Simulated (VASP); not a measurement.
# Nb (Im-3m) in VASP: a series of runs

Nb is run at these levels: LDA; tasks: single point.

Program: VASP 6.6.1. These are calculated values, not measurements. Logs are shortened: lines on timing, memory, paths and dates and some standing lists are left out, and cuts for length are marked.

### Step 1. The cell of the first run

Symmetry: Im-3m, No. 229, cubic system. The conventional cell has a = 3.246 Å, b = 3.246 Å, c = 3.246 Å, α = 90.00°, β = 90.00°, γ = 90.00°. Within 3.7 Å of Nb (site symmetry m-3m) lie 14 Nb at 2.81 to 3.25 Å.

### Step 2. Single point, LDA

The input, INCAR:

```
SYSTEM = Nb
PREC = Accurate
ENCUT = 520
EDIFF = 1E-6
ISMEAR = 0
SIGMA = 0.03
LREAL = .FALSE.
LASPH = .TRUE.
NELM = 80
ALGO = Normal
ISIF = 2
LWAVE = .FALSE.
LCHARG = .FALSE.
NBANDS = 12
```

The input, KPOINTS:

```
regular mesh
0
G
  14 14 14
  0 0 0
```

The input, POSCAR:

```
Nb
1.0
   -1.6231103068      1.6231103068      1.6231103068
    1.6231103068     -1.6231103068      1.6231103068
    1.6231103068      1.6231103068     -1.6231103068
Nb
1
Direct
    0.0000000000      0.0000000000      0.0000000000
```

Potentials or basis: VASP PAW LDA potentials, release 64 (Nb_sv).

Run with:

```sh
$ cat potpaw_LDA.64/Nb_sv/POTCAR > POTCAR
$ mpirun -np 1 vasp_std > vasp.out
```

OUTCAR:

```text
SYSTEM = Nb
   PREC = Accurate
   ENCUT = 520
   EDIFF = 1E-6
   ISMEAR = 0
   LREAL = .FALSE.
   LASPH = .TRUE.
   NELM = 80
   ISIF = 2

 ion  position               nearest neighbor table
   1  0.000  0.000  0.000-

  LATTYP: Found a body centered cubic cell.
 ALAT       =     3.2462206136

  Lattice vectors:

 A1 = (  -1.6231103068,   1.6231103068,   1.6231103068)
 A2 = (   1.6231103068,  -1.6231103068,   1.6231103068)
 A3 = (   1.6231103068,   1.6231103068,  -1.6231103068)

Analysis of symmetry for initial positions (statically):
=====================================================================
 Subroutine PRICEL returns:
 Original cell was already a primitive cell.

 Routine SETGRP: Setting up the symmetry group for a
 body centered cubic supercell.

 Subroutine GETGRP returns: Found 48 space group operations
 (whereof 48 operations were pure point group operations)
 out of a pool of 48 trial point group operations.

The static configuration has the point symmetry O_h .

Analysis of symmetry for dynamics (positions and initial velocities):
=====================================================================
 Subroutine PRICEL returns:
 Original cell was already a primitive cell.

 Routine SETGRP: Setting up the symmetry group for a
 body centered cubic supercell.

 Subroutine GETGRP returns: Found 48 space group operations
 (whereof 48 operations were pure point group operations)
 out of a pool of 48 trial point group operations.

The dynamic configuration has the point symmetry O_h .

 Subroutine INISYM returns: Found 48 space group operations
 (whereof 48 operations are pure point group operations),
 and found     1 'primitive' translations

----------------------------------------------------------------------------------------

                                     Primitive cell

  volume of cell :      17.1043

  direct lattice vectors                    reciprocal lattice vectors
    -1.623110307  1.623110307  1.623110307     0.000000000  0.308050536  0.308050536
     1.623110307 -1.623110307  1.623110307     0.308050536  0.000000000  0.308050536
     1.623110307  1.623110307 -1.623110307     0.308050536  0.308050536  0.000000000

  length of vectors
     2.811309518  2.811309518  2.811309518     0.435649246  0.435649246  0.435649246

  position of ions in fractional coordinates (direct lattice)
     0.000000000  0.000000000  0.000000000

  ion indices of the primitive-cell ions
   primitive index   ion index
                 1           1

----------------------------------------------------------------------------------------

 KPOINTS: regular mesh

Automatic generation of k-mesh.
 Grid dimensions read from file:
 generate k-points for:   14   14   14

 Generating k-lattice:

  Cartesian coordinates                     Fractional coordinates (reciprocal lattice)
     0.000000000  0.022003610  0.022003610     0.071428571  0.000000000  0.000000000
     0.022003610  0.000000000  0.022003610     0.000000000  0.071428571  0.000000000
     0.022003610  0.022003610  0.000000000     0.000000000  0.000000000  0.071428571

  Length of vectors
     0.031117803  0.031117803  0.031117803

  Shift w.r.t. Gamma in fractional coordinates (k-lattice)
     0.000000000  0.000000000  0.000000000

 Subroutine IBZKPT returns following result:
 ===========================================

 Found    104 irreducible k-points:

 Following reciprocal coordinates:
            Coordinates               Weight
  0.000000  0.000000  0.000000      1.000000
  0.071429  0.000000  0.000000     12.000000
  0.142857  0.000000  0.000000     12.000000
  0.214286  0.000000  0.000000     12.000000
  0.285714  0.000000  0.000000     12.000000
  0.357143  0.000000  0.000000     12.000000
[... 16 lines left out ...]
  0.285714  0.285714  0.000000     24.000000
  0.357143  0.285714  0.000000     24.000000
 [... further k-points ...]
   k-points           NKPTS =    104   k-points in BZ     NKDIM =    104   number of bands    NBANDS=     12
   number of dos      NEDOS =    301   number of ions     NIONS =      1
   total plane-waves  NPLWV =  13824
   dimension x,y,z NGX =    24 NGY =   24 NGZ =   24
   dimension x,y,z NGXF=    48 NGYF=   48 NGZF=   48
   ions per type =               1
   NGX,Y,Z   is equivalent  to a cutoff of  14.19, 14.19, 14.19 a.u.
   NGXF,Y,Z  is equivalent  to a cutoff of  28.38, 28.38, 28.38 a.u.
 SYSTEM =  Nb
   PREC   = accura    normal or accurate (medium, high low for compatibility)
   ISTART =      0    job   : 0-new  1-cont  2-samecut
   ICHARG =      2    charge: 1-file 2-atom 10-const
   ISPIN  =      1    spin polarized calculation?
   LNONCOLLINEAR =      F non collinear calculations
   LSORBIT =      F    spin-orbit coupling
   LASPH  =      T    aspherical Exc in radial PAW
   ENCUT  =  520.0 eV  38.22 Ry    6.18 a.u.   5.23  5.23  5.23*2*pi/ulx,y,z
   NELM   =     80;   NELMIN=  2; NELMDL= -5     # of ELM steps
   EDIFF  = 0.1E-05   stopping-criterion for ELM
   LREAL  =      F    real-space projection
   EDIFFG = 0.1E-04   stopping-criterion for IOM
   NSW    =      0    number of steps for IOM
   IBRION =     -1    ionic relax: 0-MD 1-quasi-New 2-CG
   NFREE  =      0    steps in history (QN), initial steepest desc. (CG)
   ISIF   =      2    stress and relaxation
   ISYM   =      2    0-nonsym 1-usesym 2-fastsym
   POTIM  = 0.5000    time-step for ionic-motion
   TEBEG  =    0.0;   TEEND  =   0.0 temperature during run
   PSTRESS=    0.0 pullay stress
   NELECT =      13.0000    total number of electrons
   NUPDOWN=      -1.0000    fix difference up-down
   EMIN   =  10.00;   EMAX   =-10.00  energy-range for DOS
   EFERMI =   0.00;   METHOD = LEGACY
   ISMEAR =     0;   SIGMA  =   0.03  broadening in eV -4-tet -1-fermi 0-gaus
   EFERMI_NEDOS =   21; number of points for ismear=-14 and -15
   IALGO  =     38    algorithm
   IMIX   =      4    mixing-type and parameters
     AMIX     =   0.40;   BMIX     =  1.00
     AMIX_MAG =   1.60;   BMIX_MAG =  1.00
  volume/ion in A,a.u.               =      17.10       115.43
  Fermi-wavevector in a.u.,A,eV,Ry     =   1.494014  2.823277 30.369251  2.232077
  Thomas-Fermi vector in A             =   2.606341
   LORBIT       =      0    0 simple, 1 ext, 2 COOP (PROOUT), +10 PAW based schemes
   GGA     = CA    functional components
   LHFCALC =     F    Hartree Fock is set to
   AEXX    =    0.0000 exact exchange contribution
   IVDW    =     0    specifies the selected vdW correction
   LEPSILON=     F    determine dielectric tensor
   LRPA    =     F    only Hartree local field effects (RPA)
 non-spin polarized calculation
 Gauss-broadening in eV      SIGMA  =   0.03
  energy-cutoff  :      520.00
  volume of cell :       17.10
 maximum number of plane-waves:       474
 NGX is ok and might be reduce to    24
   NGX = 11   NGY = 11   NGZ = 11

 number of electron      13.0000001 magnetization

 Free energy of the ion-electron system (eV)
  ---------------------------------------------------
  ext. energy  EPLUGINS =         0.00000000
  ---------------------------------------------------
  free energy    TOTEN  =       -11.25124696 eV

  energy without entropy =      -11.25038050  energy(sigma->0) =      -11.25081373

 E-fermi :  11.7556     XC(G=0): -12.9827

 val. band max:       11.7396172466   @ k =  -0.2857   0.4286   0.1429
 cond. band min:      11.7627573264   @ k =  -0.2857   0.3571   0.1429
 fundamental gap:      0.0231400798
 Fermi energy:        11.7555951995

 k-point     1 :       0.0000    0.0000    0.0000
  band No.  band energies     occupation
      1     -42.2758      2.00000
      2     -17.6021      2.00000
      3     -17.6021      2.00000
      4     -17.6021      2.00000
      5       5.7223      2.00000
      6      12.0536      0.00000
      7      12.0536      0.00000
      8      12.0536      0.00000
      9      15.1330      0.00000
     10      15.1330      0.00000
     11      26.1089      0.00000
     12      26.1089      0.00000

 k-point     2 :       0.0714    0.0000    0.0000
  band No.  band energies     occupation
      1     -42.2609      2.00000
      2     -17.6892      2.00000
      3     -17.6282      2.00000
      4     -17.6030      2.00000
      5       5.9466      2.00000
      6      11.9140      0.00000
      7      12.0198      0.00000
      8      12.2703      0.00000
      9      14.9185      0.00000
     10      15.1327      0.00000
     11      26.2975      0.00000
     12      26.4963      0.00000

 k-point     3 :       0.1429    0.0000    0.0000
  band No.  band energies     occupation
      1     -42.2189      2.00000
      2     -17.9287      2.00000
      3     -17.7007      2.00000
      4     -17.6054      2.00000
      5       6.5620      2.00000
      6      11.5485      2.00000
      7      11.8649      0.00000
      8      12.9066      0.00000
      9      14.5666      0.00000
     10      15.1503      0.00000
     11      26.6965      0.00000
     12      27.5983      0.00000
[... 286 lines left out ...]
 k-point    23 :       0.2857    0.2857    0.0000
  band No.  band energies     occupation
      1     -41.9395      2.00000
      2     -18.9043      2.00000
      3     -18.4760      2.00000
      4     -17.7960      2.00000
      5       9.2809      2.00000
      6      10.3574      2.00000
      7      11.4079      2.00000
      8      15.1457      0.00000
      9      16.0050      0.00000
     10      21.3279      0.00000
     11      23.1148      0.00000
     12      25.2942      0.00000

 k-point    24 :       0.3571    0.2857    0.0000
  band No.  band energies     occupation
      1     -41.9297      2.00000
      2     -18.8440      2.00000
      3     -18.5962      2.00000
      4     -17.8043      2.00000
      5       9.3229      2.00000
      6      10.5301      2.00000
      7      11.2508      2.00000
      8      15.3987      0.00000
      9      15.9324      0.00000
     10      22.5025      0.00000
     11      22.5133      0.00000
     12      24.3618      0.00000

 [... further k-points ...]
[... 5 lines left out ...]
  --------------------------------------------------------------------------------------
  -------------------------------------------------------------------------------------
  Total       -0.0052946     -0.0052946     -0.0052946      0.0000000      0.0000000      0.0000000
  in kB       -0.4959503     -0.4959503     -0.4959503      0.0000000      0.0000000      0.0000000
  external PRESSURE =      -0.4959503 kB  Pullay stress =       0.0000000 kB

 VOLUME and BASIS-vectors are now :
 -----------------------------------------------------------------------------
  energy-cutoff  :      520.00
  volume of cell :       17.10
      direct lattice vectors                 reciprocal lattice vectors
    -1.623110307  1.623110307  1.623110307     0.000000000  0.308050536  0.308050536
     1.623110307 -1.623110307  1.623110307     0.308050536  0.000000000  0.308050536
     1.623110307  1.623110307 -1.623110307     0.308050536  0.308050536  0.000000000

 POSITION                                       TOTAL-FORCE (eV/Angst)
 -----------------------------------------------------------------------------------
      0.00000      0.00000      0.00000         0.000000     -0.000000     -0.000000
 -----------------------------------------------------------------------------------
    total drift:                               -0.000000      0.000000      0.000000

  FREE ENERGIE OF THE ION-ELECTRON SYSTEM (eV)
  ---------------------------------------------------
  free  energy   TOTEN  =       -11.2512469649 eV

  energy  without entropy=      -11.2503805008  energy(sigma->0) =      -11.25081373
```

Wall time 40 s (1 thread of AMD EPYC 7R13, shared host); peak memory 0.11 GiB.

Results:

| Item | Value |
| --- | --- |
| Free energy | -11.2512 eV |
| Pressure | 0.0 GPa |

### Step 3. Single point, LDA

The input, INCAR:

```
SYSTEM = Nb
PREC = Accurate
ENCUT = 520
EDIFF = 1E-7
ISMEAR = 0
SIGMA = 0.1
LREAL = .False.
LASPH = .True.
NELM = 100
ALGO = Normal
ISIF = 2
LWAVE = .False.
LCHARG = .False.
NBANDS = 12
```

The input, KPOINTS:

```
Automatic mesh
0
Gamma
  14 14 14
  0 0 0
```

POSCAR is that of step 2.

Potentials or basis: VASP PAW LDA potentials, release 64 (Nb_sv).

Run with:

```sh
$ cat potpaw_LDA.64/Nb_sv/POTCAR > POTCAR
$ mpirun -np 1 vasp_std > vasp.out
```

Run time: 49 s. Hardware: 1 thread of AMD EPYC 7R13, shared host; peak memory 0.11 GiB.

The run converged. Its results:

| Property | Result |
| --- | --- |
| Free energy | -11.2547 eV |
| Pressure | 0.0 GPa |

Levels at points of the mesh, in eV from the Fermi level:
```csv
k point,band 2,band 3,band 4,band 5,band 6,band 7,band 8,band 9,band 10,band 11
"(0.00, 0.00, 0.00)",-29.36,-29.36,-29.36,-6.04,0.30,0.30,0.30,3.37,3.37,14.35
"(0.50, 0.00, 0.00)",-30.98,-29.87,-29.38,-3.98,-1.87,2.59,3.44,4.16,6.80,11.79
"(0.50, 0.50, 0.50)",-30.46,-30.46,-30.46,-4.07,-4.07,5.95,5.95,5.95,9.50,9.50
```

### Step 4. Single point, LDA

The input, INCAR:

```
PREC     = Accurate       # precision mode
ENCUT    = 520            # plane-wave cutoff, eV
EDIFF    = 1E-6           # SCF threshold, eV
ISMEAR   = 0              # smearing method
SIGMA    = 0.2            # smearing width, eV
LREAL    = False          # projectors in reciprocal space
LASPH    = True           # aspherical terms in the spheres
NELM     = 80             # most SCF steps
ALGO     = Normal         # electronic algorithm
ISIF     = 2              # what is computed and relaxed
LWAVE    = False          # write WAVECAR
LCHARG   = False          # write CHGCAR
NBANDS   = 12             # bands
```

The input, KPOINTS:

```
Automatic mesh
0
Gamma
  14 14 14
```

POSCAR is that of step 3.

Run with:

```sh
$ cat potpaw_LDA.64/Nb_sv/POTCAR > POTCAR
$ mpirun -np 1 vasp_std > vasp.out
```

Wall time 50 s (1 thread of AMD EPYC 7R13, shared host); peak memory 0.11 GiB.

It converged, with:

| Item | Value |
| --- | --- |
| Free energy | -11.2663 eV |
| Pressure | 0.2 GPa |

Levels at points of the mesh, in eV from the Fermi level:
```csv
k point,band 4,band 5,band 6,band 7,band 8,band 9
"(0.00, 0.00, 0.00)",-29.36,-6.04,0.29,0.29,0.29,3.37
"(0.50, 0.00, 0.00)",-29.38,-3.98,-1.87,2.59,3.44,4.16
"(0.50, 0.50, 0.50)",-30.46,-4.08,-4.08,5.95,5.95,5.95
```

### Step 5. Single point, LDA

The input, INCAR:

```
ALGO = Normal ; EDIFF = 1E-6
ENCUT = 520 ; GGA = CA
ISIF = 2 ; ISMEAR = 0
LASPH = True ; LCHARG = False
LREAL = False ; LWAVE = False
NBANDS = 12 ; NELM = 100
PREC = Accurate ; SIGMA = 0.3
```

The input, KPOINTS:

```
k-points
0
Gamma
  14 14 14
```

POSCAR is that of step 4.

Run with:

```sh
$ cat potpaw_LDA.64/Nb_sv/POTCAR > POTCAR
$ mpirun -np 1 vasp_std > vasp.out
```

It took 52 s on 1 thread of AMD EPYC 7R13, shared host; peak memory 0.11 GiB.

Results (log left out):

- Free energy: -11.2852 eV
- Pressure: 0.5 GPa

Levels at points of the mesh, in eV from the Fermi level:
```csv
k point,band 2,band 3,band 4,band 5,band 6,band 7,band 8,band 9,band 10,band 11
"(0.00, 0.00, 0.00)",-29.37,-29.37,-29.37,-6.05,0.28,0.28,0.28,3.36,3.36,14.34
"(0.50, 0.00, 0.00)",-30.99,-29.88,-29.39,-3.99,-1.88,2.58,3.43,4.15,6.79,11.77
"(0.50, 0.50, 0.50)",-30.47,-30.47,-30.47,-4.09,-4.09,5.94,5.94,5.94,9.49,9.49
```

(Part 1 of 2 ends here.)
